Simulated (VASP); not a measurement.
# SbP (zincblende type) (F-43m) in VASP: notebook

The runs below take SbP (zincblende type) through single point, with PBEsol.

Program: VASP 6.6.1. These are calculated values, not measurements. Logs are shortened: lines on timing, memory, paths and dates and some standing lists are left out, and cuts for length are marked.

### 1 The cell of the first run

The structure is cubic, space group F-43m (No. 216). The conventional cell has a = 6.204 Å, b = 6.204 Å, c = 6.204 Å, α = 90.00°, β = 90.00°, γ = 90.00°. Sb (site symmetry -43m) has 4 P at 2.69 Å within 3.5 Å. P (site symmetry -43m) has 4 Sb at 2.69 Å within 3.5 Å.

### 2 Single point, PBEsol

The input, INCAR:

```
PREC = Accurate
ENCUT = 520
EDIFF = 1E-7
ISMEAR = -1
SIGMA = 0.08
LREAL = F
LASPH = T
NELM = 80
ALGO = Normal
ISIF = 2
LWAVE = F
LCHARG = F
GGA = PS
NBANDS = 12
```

The input, KPOINTS:

```
regular mesh
0
Gamma
  11 11 11
```

The input, POSCAR:

```
SbP
1.0
    0.0000000000      3.1019805820      3.1019805820
    3.1019805820      0.0000000000      3.1019805820
    3.1019805820      3.1019805820      0.0000000000
Sb P
1 1
Direct
    0.0000000000      0.0000000000      0.0000000000
    0.2500000000      0.2500000000      0.2500000000
```

Potentials or basis: VASP PAW PBE potentials, release 64 (Sb, P).

Started as:

```sh
$ cat potpaw_PBE.64/Sb/POTCAR potpaw_PBE.64/P/POTCAR > POTCAR
$ mpirun -np 1 vasp_std > vasp.out
```

OUTCAR:

```text
PREC = Accurate
   ENCUT = 520
   EDIFF = 1E-7
   ISMEAR = -1
   LREAL = F
   LASPH = T
   NELM = 80
   ISIF = 2
   GGA = PS

 ion  position               nearest neighbor table
   1  0.000  0.000  0.000-   2 2.69   2 2.69   2 2.69   2 2.69
   2  0.250  0.250  0.250-   1 2.69   1 2.69   1 2.69   1 2.69

  LATTYP: Found a face centered cubic cell.
 ALAT       =     6.2039611640

  Lattice vectors:

 A1 = (   0.0000000000,   3.1019805820,   3.1019805820)
 A2 = (   3.1019805820,   0.0000000000,   3.1019805820)
 A3 = (   3.1019805820,   3.1019805820,   0.0000000000)

Analysis of symmetry for initial positions (statically):
=====================================================================
 Subroutine PRICEL returns:
 Original cell was already a primitive cell.

 Routine SETGRP: Setting up the symmetry group for a
 face centered cubic supercell.

 Subroutine GETGRP returns: Found 24 space group operations
 (whereof 24 operations were pure point group operations)
 out of a pool of 48 trial point group operations.

The static configuration has the point symmetry T_d .

Analysis of symmetry for dynamics (positions and initial velocities):
=====================================================================
 Subroutine PRICEL returns:
 Original cell was already a primitive cell.

 Routine SETGRP: Setting up the symmetry group for a
 face centered cubic supercell.

 Subroutine GETGRP returns: Found 24 space group operations
 (whereof 24 operations were pure point group operations)
 out of a pool of 48 trial point group operations.

The dynamic configuration has the point symmetry T_d .

 Subroutine INISYM returns: Found 24 space group operations
 (whereof 24 operations are pure point group operations),
 and found     1 'primitive' translations

----------------------------------------------------------------------------------------

                                     Primitive cell

  volume of cell :      59.6963

  direct lattice vectors                    reciprocal lattice vectors
     0.000000000  3.101980582  3.101980582    -0.161187340  0.161187340  0.161187340
     3.101980582  0.000000000  3.101980582     0.161187340 -0.161187340  0.161187340
     3.101980582  3.101980582  0.000000000     0.161187340  0.161187340 -0.161187340

  length of vectors
     4.386863009  4.386863009  4.386863009     0.279184663  0.279184663  0.279184663

  position of ions in fractional coordinates (direct lattice)
     0.000000000  0.000000000  0.000000000
     0.250000000  0.250000000  0.250000000

  ion indices of the primitive-cell ions
   primitive index   ion index
                 1           1
                 2           2

----------------------------------------------------------------------------------------

 KPOINTS: regular mesh

Automatic generation of k-mesh.
 Grid dimensions read from file:
 generate k-points for:   11   11   11

 Generating k-lattice:

  Cartesian coordinates                     Fractional coordinates (reciprocal lattice)
    -0.014653395  0.014653395  0.014653395     0.090909091  0.000000000  0.000000000
     0.014653395 -0.014653395  0.014653395     0.000000000  0.090909091  0.000000000
     0.014653395  0.014653395 -0.014653395     0.000000000  0.000000000  0.090909091

  Length of vectors
     0.025380424  0.025380424  0.025380424

  Shift w.r.t. Gamma in fractional coordinates (k-lattice)
     0.000000000  0.000000000  0.000000000

 Subroutine IBZKPT returns following result:
 ===========================================

 Found     56 irreducible k-points:

 Following reciprocal coordinates:
            Coordinates               Weight
  0.000000  0.000000  0.000000      1.000000
  0.090909  0.000000  0.000000      8.000000
  0.181818  0.000000  0.000000      8.000000
  0.272727  0.000000  0.000000      8.000000
  0.363636  0.000000  0.000000      8.000000
  0.454545  0.000000  0.000000      8.000000
[... 16 lines left out ...]
 -0.272727  0.181818  0.000000     24.000000
 -0.181818  0.181818  0.000000     12.000000
 [... further k-points ...]
   k-points           NKPTS =     56   k-points in BZ     NKDIM =     56   number of bands    NBANDS=     12
   number of dos      NEDOS =    301   number of ions     NIONS =      2
   total plane-waves  NPLWV =  46656
   dimension x,y,z NGX =    36 NGY =   36 NGZ =   36
   dimension x,y,z NGXF=    72 NGYF=   72 NGZF=   72
   ions per type =               1   1
   NGX,Y,Z   is equivalent  to a cutoff of  13.64, 13.64, 13.64 a.u.
   NGXF,Y,Z  is equivalent  to a cutoff of  27.29, 27.29, 27.29 a.u.
 SYSTEM =  unknown system
   PREC   = accura    normal or accurate (medium, high low for compatibility)
   ISTART =      0    job   : 0-new  1-cont  2-samecut
   ICHARG =      2    charge: 1-file 2-atom 10-const
   ISPIN  =      1    spin polarized calculation?
   LNONCOLLINEAR =      F non collinear calculations
   LSORBIT =      F    spin-orbit coupling
   LASPH  =      T    aspherical Exc in radial PAW
   ENCUT  =  520.0 eV  38.22 Ry    6.18 a.u.   8.16  8.16  8.16*2*pi/ulx,y,z
   NELM   =     80;   NELMIN=  2; NELMDL= -5     # of ELM steps
   EDIFF  = 0.1E-06   stopping-criterion for ELM
   LREAL  =      F    real-space projection
   EDIFFG = 0.1E-05   stopping-criterion for IOM
   NSW    =      0    number of steps for IOM
   IBRION =     -1    ionic relax: 0-MD 1-quasi-New 2-CG
   NFREE  =      0    steps in history (QN), initial steepest desc. (CG)
   ISIF   =      2    stress and relaxation
   ISYM   =      2    0-nonsym 1-usesym 2-fastsym
   POTIM  = 0.5000    time-step for ionic-motion
   TEBEG  =    0.0;   TEEND  =   0.0 temperature during run
   PSTRESS=    0.0 pullay stress
   NELECT =      10.0000    total number of electrons
   NUPDOWN=      -1.0000    fix difference up-down
   EMIN   =  10.00;   EMAX   =-10.00  energy-range for DOS
   EFERMI =   0.00;   METHOD = LEGACY
   ISMEAR =    -1;   SIGMA  =   0.08  broadening in eV -4-tet -1-fermi 0-gaus
   EFERMI_NEDOS =   21; number of points for ismear=-14 and -15
   IALGO  =     38    algorithm
   IMIX   =      4    mixing-type and parameters
     AMIX     =   0.40;   BMIX     =  1.00
     AMIX_MAG =   1.60;   BMIX_MAG =  1.00
  volume/ion in A,a.u.               =      29.85       201.43
  Fermi-wavevector in a.u.,A,eV,Ry     =   0.902455  1.705393 11.080936  0.814426
  Thomas-Fermi vector in A             =   2.025661
   LORBIT       =      0    0 simple, 1 ext, 2 COOP (PROOUT), +10 PAW based schemes
   GGA     = PS    functional components
   LHFCALC =     F    Hartree Fock is set to
   AEXX    =    0.0000 exact exchange contribution
   IVDW    =     0    specifies the selected vdW correction
   LEPSILON=     F    determine dielectric tensor
   LRPA    =     F    only Hartree local field effects (RPA)
 non-spin polarized calculation
  energy-cutoff  :      520.00
  volume of cell :       59.70
 maximum number of plane-waves:      1639
 NGX is ok and might be reduce to    36
   NGX = 17   NGY = 17   NGZ = 17

 number of electron      10.0000000 magnetization

 number of electron       9.9999999 magnetization

 Free energy of the ion-electron system (eV)
  ---------------------------------------------------
  ext. energy  EPLUGINS =         0.00000000
  ---------------------------------------------------
  free energy    TOTEN  =        -9.34095812 eV

  energy without entropy =       -9.31990735  energy(sigma->0) =       -9.33043274

 E-fermi :   4.8656     XC(G=0):  -8.8742

 val. band max:        4.8457598921   @ k =   0.3636   0.2727   0.0909
 cond. band min:       5.0724159780   @ k =  -0.4545   0.3636   0.1818
 fundamental gap:      0.2266560859
 Fermi energy:         4.8655830396

 k-point     1 :       0.0000    0.0000    0.0000
  band No.  band energies     occupation
      1      -8.0880      2.00000
      2       0.3132      2.00000
      3       2.6720      2.00000
      4       2.6720      2.00000
      5       2.6720      2.00000
      6       5.4676      0.00108
      7       5.4676      0.00108
      8       5.4676      0.00108
      9       9.6027      0.00000
     10      11.7467      0.00000
     11      11.7467      0.00000
     12      13.5264      0.00000

 k-point     2 :       0.0909    0.0000    0.0000
  band No.  band energies     occupation
      1      -8.0144      2.00000
      2      -0.1604      2.00000
      3       2.5678      2.00000
      4       2.5678      2.00000
      5       2.8507      2.00000
      6       5.6210      0.00016
      7       5.6210      0.00016
      8       5.6218      0.00016
      9       9.9672      0.00000
     10      11.4424      0.00000
     11      11.4424      0.00000
     12      13.2271      0.00000

 k-point     3 :       0.1818    0.0000    0.0000
  band No.  band energies     occupation
      1      -7.7991      2.00000
      2      -1.1317      2.00000
      3       2.3318      2.00000
      4       2.3318      2.00000
      5       2.9475      2.00000
      6       5.9695      0.00000
      7       5.9695      0.00000
      8       6.2228      0.00000
      9      10.7402      0.00000
     10      11.0927      0.00000
     11      11.0927      0.00000
     12      12.9113      0.00000
[... 286 lines left out ...]
 k-point    23 :      -0.2727    0.1818    0.0000
  band No.  band energies     occupation
      1      -6.9529      2.00000
      2      -3.1192      2.00000
      3       0.5915      2.00000
      4       1.8772      2.00000
      5       3.9950      1.99996
      6       6.6753      0.00000
      7       6.7534      0.00000
      8       7.5738      0.00000
      9      10.5742      0.00000
     10      11.6831      0.00000
     11      12.5655      0.00000
     12      13.9134      0.00000

 k-point    24 :      -0.1818    0.1818    0.0000
  band No.  band energies     occupation
      1      -7.3410      2.00000
      2      -2.3484      2.00000
      3       0.9981      2.00000
      4       2.1516      2.00000
      5       3.8415      1.99999
      6       6.2665      0.00000
      7       6.3199      0.00000
      8       7.2369      0.00000
      9      10.3784      0.00000
     10      11.6484      0.00000
     11      11.9077      0.00000
     12      14.0544      0.00000

 [... further k-points ...]

------------------------ aborting loop because EDIFF is reached ----------------------------------------

  FORCE on cell =-STRESS in cart. coord.  units (eV):
  Direction    XX          YY          ZZ          XY          YZ          ZX
  --------------------------------------------------------------------------------------
  -------------------------------------------------------------------------------------
  Total        0.0472925      0.0472925      0.0472925      0.0000000      0.0000000     -0.0000000
  in kB        1.2692757      1.2692757      1.2692757      0.0000000      0.0000000     -0.0000000
  external PRESSURE =       1.2692757 kB  Pullay stress =       0.0000000 kB

 VOLUME and BASIS-vectors are now :
 -----------------------------------------------------------------------------
  energy-cutoff  :      520.00
  volume of cell :       59.70
      direct lattice vectors                 reciprocal lattice vectors
     0.000000000  3.101980582  3.101980582    -0.161187340  0.161187340  0.161187340
     3.101980582  0.000000000  3.101980582     0.161187340 -0.161187340  0.161187340
     3.101980582  3.101980582  0.000000000     0.161187340  0.161187340 -0.161187340

 POSITION                                       TOTAL-FORCE (eV/Angst)
 -----------------------------------------------------------------------------------
      0.00000      0.00000      0.00000         0.000000     -0.000000     -0.000000
      1.55099      1.55099      1.55099        -0.000000      0.000000      0.000000
 -----------------------------------------------------------------------------------
    total drift:                                0.000000      0.000000      0.000000

  FREE ENERGIE OF THE ION-ELECTRON SYSTEM (eV)
  ---------------------------------------------------
  free  energy   TOTEN  =        -9.3409581241 eV

  energy  without entropy=       -9.3199073492  energy(sigma->0) =       -9.33043274
```

Wall time 89 s (1 thread of AMD EPYC 7R13, shared host); peak memory 0.19 GiB.

What came out:

| Property | Result |
| --- | --- |
| Free energy | -9.3410 eV |
| Pressure | 0.1 GPa |
| Band gap on the k mesh | zero (bands 5 and 6 overlap by 1.11 eV) |

Levels at points of the mesh, in eV from the Fermi level:
| k point | band 3 | band 4 | band 5 | band 6 | band 7 | band 8 |
| --- | --- | --- | --- | --- | --- | --- |
| (0.00, 0.00, 0.00) | -2.19 | -2.19 | -2.19 | 0.60 | 0.60 | 0.60 |

Caveat: the PAW data sets were made with another functional, which shifts forces and pressure a little; spin-orbit coupling is left out, which moves the levels of the heavy elements.

### 3 Single point, PBEsol (29.85 Å³/atom)

The input, INCAR:

```
SYSTEM = SbP
  PREC = Accurate
  ENCUT = 520
  EDIFF = 1E-6
  ISMEAR = -1
  SIGMA = 0.08
  LREAL = .FALSE.
  LASPH = .TRUE.
  NELM = 60
  ALGO = Normal
  ISIF = 2
  LWAVE = .FALSE.
  LCHARG = .FALSE.
  GGA = PS
  NBANDS = 12
```

The input, KPOINTS:

```
regular mesh
0
G
  11 11 11
  0 0 0
```

POSCAR is that of step 2.

Potentials or basis: VASP PAW PBE potentials, release 64 (Sb, P).

Started as:

```sh
$ cat potpaw_PBE.64/Sb/POTCAR potpaw_PBE.64/P/POTCAR > POTCAR
$ mpirun -np 1 vasp_std > vasp.out
```

Run time: 76 s. Hardware: 1 thread of AMD EPYC 7R13, shared host; peak memory 0.19 GiB.

The run converged. Its results:

```
Free energy            : -9.3410 eV
Pressure               : 0.1 GPa
Band gap on the k mesh : zero (bands 5 and 6 overlap by 1.11 eV)
```

Levels at points of the mesh, in eV from the Fermi level:
| k point | band 1 | band 2 | band 3 | band 4 | band 5 | band 6 | band 7 | band 8 | band 9 | band 10 |
| --- | --- | --- | --- | --- | --- | --- | --- | --- | --- | --- |
| (0.00, 0.00, 0.00) | -12.95 | -4.55 | -2.19 | -2.19 | -2.19 | 0.60 | 0.60 | 0.60 | 4.74 | 6.88 |

Caveat: the PAW data sets were made with another functional, which shifts forces and pressure a little; spin-orbit coupling is left out, which moves the levels of the heavy elements.
